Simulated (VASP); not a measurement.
# HgTe (Pm-3m) in VASP: notebook

HgTe is run at these levels: r2SCAN; tasks: single point.

Program: VASP 6.6.1. These are calculated values, not measurements. Logs are shortened: lines on timing, memory, paths and dates and some standing lists are left out, and cuts for length are marked.

## Step 1: The cell of the first run

The structure is cubic, space group Pm-3m (No. 221). Conventional cell: a = 3.790 Å, b = 3.790 Å, c = 3.790 Å, α = 90.00°, β = 90.00°, γ = 90.00°. Within 4.3 Å of Hg (site symmetry m-3m) lie 8 Te at 3.28 Å and 6 Hg at 3.79 Å. Te (site symmetry m-3m) has 8 Hg at 3.28 Å and 6 Te at 3.79 Å within 4.3 Å.

## Step 2: Single point, r2SCAN

Input file POSCAR:

```
HgTe
1.0
    3.7903382814      0.0000000000      0.0000000000
    0.0000000000      3.7903382814      0.0000000000
    0.0000000000      0.0000000000      3.7903382814
Hg Te
1 1
Direct
    0.0000000000      0.0000000000      0.0000000000
    0.5000000000      0.5000000000      0.5000000000
```

Input file INCAR.step1:

```
SYSTEM = HgTe
  PREC = Accurate
  ENCUT = 520
  ISMEAR = -1
  SIGMA = 0.02
  LREAL = .FALSE.
  LASPH = .TRUE.
  NELM = 60
  NBANDS = 16
  GGA = PE
  ALGO = Normal
  EDIFF = 1E-4
  LWAVE = .TRUE.
  LCHARG = .FALSE.
```

Input file INCAR.step2:

```
SYSTEM = HgTe
  PREC = Accurate
  ENCUT = 520
  EDIFF = 1E-6
  ISMEAR = -1
  SIGMA = 0.02
  LREAL = .FALSE.
  LASPH = .TRUE.
  NELM = 60
  ALGO = Normal
  ISIF = 2
  LWAVE = .FALSE.
  LCHARG = .TRUE.
  METAGGA = R2SCAN
  LMIXTAU = .TRUE.
  LELF = .TRUE.
  LVHAR = .TRUE.
  NBANDS = 16
  ISTART = 1
```

Input file KPOINTS:

```
regular mesh
0
G
  4 4 4
  0 0 0
```

Potentials or basis: VASP PAW PBE potentials, release 64 (Hg, Te).

Started as:

```console
cat potpaw_PBE.64/Hg/POTCAR potpaw_PBE.64/Te/POTCAR > POTCAR
cp INCAR.step1 INCAR
mpirun -np 1 vasp_std > vasp.out
cp INCAR.step2 INCAR
mpirun -np 1 vasp_std > vasp.out
```

OUTCAR:

```text
SYSTEM = HgTe
   PREC = Accurate
   ENCUT = 520
   EDIFF = 1E-6
   ISMEAR = -1
   LREAL = .FALSE.
   LASPH = .TRUE.
   NELM = 60
   ISIF = 2
   METAGGA = R2SCAN
   ISTART = 1

 ion  position               nearest neighbor table
   1  0.000  0.000  0.000-   2 3.28   2 3.28   2 3.28   2 3.28   2 3.28   2 3.28   2 3.28   2 3.28

   2  0.500  0.500  0.500-   1 3.28   1 3.28   1 3.28   1 3.28   1 3.28   1 3.28   1 3.28   1 3.28

  LATTYP: Found a simple cubic cell.
 ALAT       =     3.7903382814

  Lattice vectors:

 A1 = (   3.7903382814,   0.0000000000,   0.0000000000)
 A2 = (   0.0000000000,   3.7903382814,   0.0000000000)
 A3 = (   0.0000000000,   0.0000000000,   3.7903382814)

Analysis of symmetry for initial positions (statically):
=====================================================================
 Subroutine PRICEL returns:
 Original cell was already a primitive cell.

 Routine SETGRP: Setting up the symmetry group for a
 simple cubic supercell.

 Subroutine GETGRP returns: Found 48 space group operations
[... 9 lines left out ...]

 Routine SETGRP: Setting up the symmetry group for a
 simple cubic supercell.

 Subroutine GETGRP returns: Found 48 space group operations
[... 11 lines left out ...]
                                     Primitive cell

  volume of cell :      54.4545

  direct lattice vectors                    reciprocal lattice vectors
     3.790338281  0.000000000  0.000000000     0.263828694  0.000000000  0.000000000
     0.000000000  3.790338281  0.000000000     0.000000000  0.263828694  0.000000000
     0.000000000  0.000000000  3.790338281     0.000000000  0.000000000  0.263828694

  length of vectors
     3.790338281  3.790338281  3.790338281     0.263828694  0.263828694  0.263828694

  position of ions in fractional coordinates (direct lattice)
     0.000000000  0.000000000  0.000000000
     0.500000000  0.500000000  0.500000000

  ion indices of the primitive-cell ions
   primitive index   ion index
                 1           1
                 2           2

----------------------------------------------------------------------------------------

 KPOINTS: regular mesh

Automatic generation of k-mesh.
 Grid dimensions read from file:
 generate k-points for:    4    4    4

 Generating k-lattice:

  Cartesian coordinates                     Fractional coordinates (reciprocal lattice)
     0.065957174  0.000000000  0.000000000     0.250000000  0.000000000  0.000000000
     0.000000000  0.065957174  0.000000000     0.000000000  0.250000000  0.000000000
     0.000000000  0.000000000  0.065957174     0.000000000  0.000000000  0.250000000

  Length of vectors
     0.065957174  0.065957174  0.065957174

  Shift w.r.t. Gamma in fractional coordinates (k-lattice)
     0.000000000  0.000000000  0.000000000

 Subroutine IBZKPT returns following result:
 ===========================================

 Found     10 irreducible k-points:

 Following reciprocal coordinates:
            Coordinates               Weight
  0.000000  0.000000  0.000000      1.000000
  0.250000  0.000000  0.000000      6.000000
  0.500000  0.000000  0.000000      3.000000
  0.250000  0.250000  0.000000     12.000000
  0.500000  0.250000  0.000000     12.000000
  0.500000  0.500000  0.000000      3.000000
  0.250000  0.250000  0.250000      8.000000
  0.500000  0.250000  0.250000     12.000000
  0.500000  0.500000  0.250000      6.000000
  0.500000  0.500000  0.500000      1.000000
   k-points           NKPTS =     10   k-points in BZ     NKDIM =     10   number of bands    NBANDS=     16
   number of dos      NEDOS =    301   number of ions     NIONS =      2
   total plane-waves  NPLWV =  21952
   dimension x,y,z NGX =    28 NGY =   28 NGZ =   28
   dimension x,y,z NGXF=    56 NGYF=   56 NGZF=   56
   ions per type =               1   1
   NGX,Y,Z   is equivalent  to a cutoff of  12.28, 12.28, 12.28 a.u.
   NGXF,Y,Z  is equivalent  to a cutoff of  24.56, 24.56, 24.56 a.u.
 SYSTEM =  HgTe
   PREC   = accura    normal or accurate (medium, high low for compatibility)
   ISTART =      1    job   : 0-new  1-cont  2-samecut
   ICHARG =      0    charge: 1-file 2-atom 10-const
   ISPIN  =      1    spin polarized calculation?
   LNONCOLLINEAR =      F non collinear calculations
   LSORBIT =      F    spin-orbit coupling
   LASPH  =      T    aspherical Exc in radial PAW
   ENCUT  =  520.0 eV  38.22 Ry    6.18 a.u.   7.05  7.05  7.05*2*pi/ulx,y,z
   NELM   =     60;   NELMIN=  2; NELMDL=  0     # of ELM steps
   EDIFF  = 0.1E-05   stopping-criterion for ELM
   LREAL  =      F    real-space projection
   EDIFFG = 0.1E-04   stopping-criterion for IOM
   NSW    =      0    number of steps for IOM
   IBRION =     -1    ionic relax: 0-MD 1-quasi-New 2-CG
   NFREE  =      0    steps in history (QN), initial steepest desc. (CG)
   ISIF   =      2    stress and relaxation
   ISYM   =      2    0-nonsym 1-usesym 2-fastsym
   POTIM  = 0.5000    time-step for ionic-motion
   TEBEG  =    0.0;   TEEND  =   0.0 temperature during run
   PSTRESS=    0.0 pullay stress
   NELECT =      18.0000    total number of electrons
   NUPDOWN=      -1.0000    fix difference up-down
   EMIN   =  10.00;   EMAX   =-10.00  energy-range for DOS
   EFERMI =   0.00;   METHOD = LEGACY
   ISMEAR =    -1;   SIGMA  =   0.02  broadening in eV -4-tet -1-fermi 0-gaus
   EFERMI_NEDOS =   21; number of points for ismear=-14 and -15
   IALGO  =     38    algorithm
   IMIX   =      4    mixing-type and parameters
     AMIX     =   0.40;   BMIX     =  1.00
     AMIX_MAG =   1.60;   BMIX_MAG =  1.00
  volume/ion in A,a.u.               =      27.23       183.74
  Fermi-wavevector in a.u.,A,eV,Ry     =   1.131934  2.139045 17.432793  1.281274
  Thomas-Fermi vector in A             =   2.268634
   LORBIT       =      0    0 simple, 1 ext, 2 COOP (PROOUT), +10 PAW based schemes
   METAGGA = R2SCAN    functional components
   LHFCALC =     F    Hartree Fock is set to
   AEXX    =    0.0000 exact exchange contribution
   IVDW    =     0    specifies the selected vdW correction
   LEPSILON=     F    determine dielectric tensor
   LRPA    =     F    only Hartree local field effects (RPA)
 non-spin polarized calculation
  energy-cutoff  :      520.00
  volume of cell :       54.45
 maximum number of plane-waves:      1492
   NGX = 15   NGY = 15   NGZ = 15

 number of electron      18.0000002 magnetization

 Free energy of the ion-electron system (eV)
  ---------------------------------------------------
  ext. energy  EPLUGINS =         0.00000000
  ---------------------------------------------------
  free energy    TOTEN  =       -74.17379239 eV

  energy without entropy =      -74.16951208  energy(sigma->0) =      -74.17165224

 E-fermi :   4.6423     XC(G=0): -10.7306

 val. band max:        4.6126578447   @ k =   0.5000   0.2500   0.0000
 cond. band min:       4.7219177816   @ k =   0.2500   0.2500   0.0000
 fundamental gap:      0.1092599369
 Fermi energy:         4.6423171291

 k-point     1 :       0.0000    0.0000    0.0000
  band No.  band energies     occupation
      1      -8.1113      2.00000
      2      -2.0858      2.00000
      3      -2.0858      2.00000
      4      -1.6207      2.00000
      5      -1.6207      2.00000
      6      -1.6207      2.00000
[... 8 lines left out ...]
     15      14.9843      0.00000
     16      18.3764      0.00000

 k-point     2 :       0.2500    0.0000    0.0000
  band No.  band energies     occupation
      1      -7.6594      2.00000
      2      -2.0558      2.00000
      3      -2.0540      2.00000
      4      -1.7903      2.00000
      5      -1.7903      2.00000
      6      -1.6115      2.00000
[... 8 lines left out ...]
     15      14.3068      0.00000
     16      16.7052      0.00000

 k-point     3 :       0.5000    0.0000    0.0000
  band No.  band energies     occupation
      1      -7.0396      2.00000
      2      -2.5952      2.00000
      3      -2.0255      2.00000
      4      -1.9417      2.00000
      5      -1.9417      2.00000
      6      -1.6023      2.00000
[... 8 lines left out ...]
     15      15.4539      0.00000
     16      18.1915      0.00000

 k-point     4 :       0.2500    0.2500    0.0000
  band No.  band energies     occupation
      1      -7.2827      2.00000
      2      -2.1123      2.00000
      3      -1.8447      2.00000
      4      -1.8432      2.00000
      5      -1.7814      2.00000
      6      -1.7014      2.00000
[... 8 lines left out ...]
     15      14.9314      0.00000
     16      15.9177      0.00000

 k-point     5 :       0.5000    0.2500    0.0000
  band No.  band energies     occupation
      1      -6.8072      2.00000
      2      -2.1382      2.00000
      3      -1.8627      2.00000
      4      -1.8164      2.00000
      5      -1.7785      2.00000
      6      -1.6934      2.00000
[... 8 lines left out ...]
     15      16.1575      0.00000
     16      17.3800      0.00000

 k-point     6 :       0.5000    0.5000    0.0000
  band No.  band energies     occupation
      1      -6.5475      2.00000
      2      -1.9374      2.00000
      3      -1.7812      2.00000
      4      -1.7812      2.00000
      5      -1.3910      2.00000
      6      -1.3192      2.00000
[... 8 lines left out ...]
     15      15.1092      0.00000
     16      15.1092      0.00000

 k-point     7 :       0.2500    0.2500    0.2500
  band No.  band energies     occupation
      1      -6.9364      2.00000
      2      -2.0148      2.00000
      3      -2.0148      2.00000
      4      -1.7495      2.00000
      5      -1.7495      2.00000
      6      -1.6685      2.00000
[... 8 lines left out ...]
     15      14.6201      0.00000
     16      16.5302      0.00000

 k-point     8 :       0.5000    0.2500    0.2500
  band No.  band energies     occupation
      1      -6.5075      2.00000
      2      -2.2014      2.00000
      3      -2.0835      2.00000
      4      -1.7384      2.00000
      5      -1.6095      2.00000
      6      -1.5530      2.00000
[... 8 lines left out ...]
     15      15.9387      0.00000
     16      17.2608      0.00000

 k-point     9 :       0.5000    0.5000    0.2500
  band No.  band energies     occupation
      1      -6.1484      2.00000
      2      -2.2052      2.00000
      3      -2.2052      2.00000
      4      -1.7952      2.00000
      5      -1.6558      2.00000
      6      -1.3856      2.00000
[... 8 lines left out ...]
     15      19.1931      0.00000
     16      19.1931      0.00000

 k-point    10 :       0.5000    0.5000    0.5000
  band No.  band energies     occupation
      1      -5.5958      2.00000
      2      -2.4889      2.00000
      3      -2.4889      2.00000
      4      -2.4889      2.00000
      5      -1.3801      2.00000
      6      -1.3801      2.00000
[... 8 lines left out ...]
     15      21.8635      0.00000
     16      22.1802      0.00000

------------------------ aborting loop because EDIFF is reached ----------------------------------------

  FORCE on cell =-STRESS in cart. coord.  units (eV):
  Direction    XX          YY          ZZ          XY          YZ          ZX
  --------------------------------------------------------------------------------------
  -------------------------------------------------------------------------------------
  Total        0.0679021      0.0679021      0.0679021      0.0000000      0.0000000     -0.0000000
  in kB        1.9978368      1.9978368      1.9978368      0.0000000      0.0000000     -0.0000000
  external PRESSURE =       1.9978368 kB  Pullay stress =       0.0000000 kB

 VOLUME and BASIS-vectors are now :
 -----------------------------------------------------------------------------
  energy-cutoff  :      520.00
  volume of cell :       54.45
      direct lattice vectors                 reciprocal lattice vectors
     3.790338281  0.000000000  0.000000000     0.263828694  0.000000000  0.000000000
     0.000000000  3.790338281  0.000000000     0.000000000  0.263828694  0.000000000
     0.000000000  0.000000000  3.790338281     0.000000000  0.000000000  0.263828694

 POSITION                                       TOTAL-FORCE (eV/Angst)
 -----------------------------------------------------------------------------------
      0.00000      0.00000      0.00000         0.000000      0.000000      0.000000
      1.89517      1.89517      1.89517         0.000000      0.000000      0.000000
 -----------------------------------------------------------------------------------
    total drift:                               -0.000000      0.000000     -0.000000

  FREE ENERGIE OF THE ION-ELECTRON SYSTEM (eV)
  ---------------------------------------------------
  free  energy   TOTEN  =       -74.1737923927 eV

  energy  without entropy=      -74.1695120794  energy(sigma->0) =      -74.17165224
```

Wall time 16 s (1 thread of Intel Xeon 6975P-C (Granite Rapids), shared host); peak memory 0.16 GiB.

What came out:

```
Free energy            : -74.1738 eV
Pressure               : 0.2 GPa
Band gap on the k mesh : zero (band 9 reaches 5.20 eV, above the bottom of band 10 at 3.63 eV)
```

Levels at points of the mesh, in eV from the Fermi level:
| k point | band 6 | band 7 | band 8 | band 9 | band 10 | band 11 | band 12 | band 13 |
| --- | --- | --- | --- | --- | --- | --- | --- | --- |
| (0.00, 0.00, 0.00) | -6.26 | -1.94 | -1.01 | -1.01 | -1.01 | 6.10 | 6.10 | 10.34 |
| (0.50, 0.00, 0.00) | -6.24 | -5.49 | 0.56 | 0.56 | 2.64 | 3.63 | 6.06 | 6.06 |
| (0.50, 0.50, 0.00) | -5.96 | -4.22 | -4.22 | -2.72 | 0.52 | 7.30 | 7.30 | 8.24 |
| (0.50, 0.50, 0.50) | -6.02 | -1.64 | -1.64 | -1.64 | -0.95 | 1.62 | 1.62 | 1.62 |

Caveat: the k points lie up to 0.41 Å⁻¹ apart; the PAW data sets were made with another functional, which shifts forces and pressure a little; spin-orbit coupling is left out, which moves the levels of the heavy elements.

## Step 3: Single point, r2SCAN

POSCAR is that of step 2.

Input file INCAR.step1:

```
PREC     = Accurate       # precision mode
ENCUT    = 520            # plane-wave cutoff, eV
ISMEAR   = 1              # smearing method
SIGMA    = 0.5            # smearing width, eV
LREAL    = F              # projectors in reciprocal space
LASPH    = T              # aspherical terms in the spheres
NELM     = 80             # most SCF steps
NBANDS   = 16             # bands
GGA      = PE             # functional
ALGO     = Normal         # electronic algorithm
EDIFF    = 1E-4           # SCF threshold, eV
LWAVE    = T              # write WAVECAR
LCHARG   = F              # write CHGCAR
```

Input file INCAR.step2:

```
PREC     = Accurate       # precision mode
ENCUT    = 520            # plane-wave cutoff, eV
EDIFF    = 1E-7           # SCF threshold, eV
ISMEAR   = 1              # smearing method
SIGMA    = 0.5            # smearing width, eV
LREAL    = F              # projectors in reciprocal space
LASPH    = T              # aspherical terms in the spheres
NELM     = 80             # most SCF steps
ALGO     = Normal         # electronic algorithm
ISIF     = 2              # what is computed and relaxed
LWAVE    = F              # write WAVECAR
LCHARG   = F              # write CHGCAR
METAGGA  = R2SCAN         # meta-GGA
LMIXTAU  = T            
NBANDS   = 16             # bands
ISTART   = 1
```

Input file KPOINTS:

```
Automatic mesh
0
Gamma
  4 4 4
```

Potentials or basis: VASP PAW PBE potentials, release 64 (Hg, Te).

Started as:

```console
cat potpaw_PBE.64/Hg/POTCAR potpaw_PBE.64/Te/POTCAR > POTCAR
cp INCAR.step1 INCAR
mpirun -np 1 vasp_std > vasp.out
cp INCAR.step2 INCAR
mpirun -np 1 vasp_std > vasp.out
```

Wall time 16 s (1 thread of Intel Xeon 6975P-C (Granite Rapids), shared host); peak memory 0.16 GiB.

Results (log left out):

```
Free energy            : -74.1880 eV
Pressure               : 0.3 GPa
Band gap on the k mesh : zero (band 9 reaches 5.25 eV, above the bottom of band 10 at 3.65 eV)
```

Levels at points of the mesh, in eV from the Fermi level:
```tsv
k point	band 6	band 7	band 8	band 9	band 10	band 11	band 12	band 13
(0.00, 0.00, 0.00)	-6.40	-2.00	-1.03	-1.03	-1.03	6.07	6.07	10.28
(0.50, 0.00, 0.00)	-6.38	-5.60	0.55	0.55	2.59	3.58	5.99	5.99
(0.50, 0.50, 0.00)	-6.08	-4.24	-4.24	-2.82	0.52	7.24	7.24	8.22
(0.50, 0.50, 0.50)	-6.16	-1.67	-1.67	-1.67	-1.05	1.54	1.54	1.54
```

Caveat: the k points lie up to 0.41 Å⁻¹ apart; the PAW data sets were made with another functional, which shifts forces and pressure a little; spin-orbit coupling is left out, which moves the levels of the heavy elements.

(Continued in part 2 of 2.)
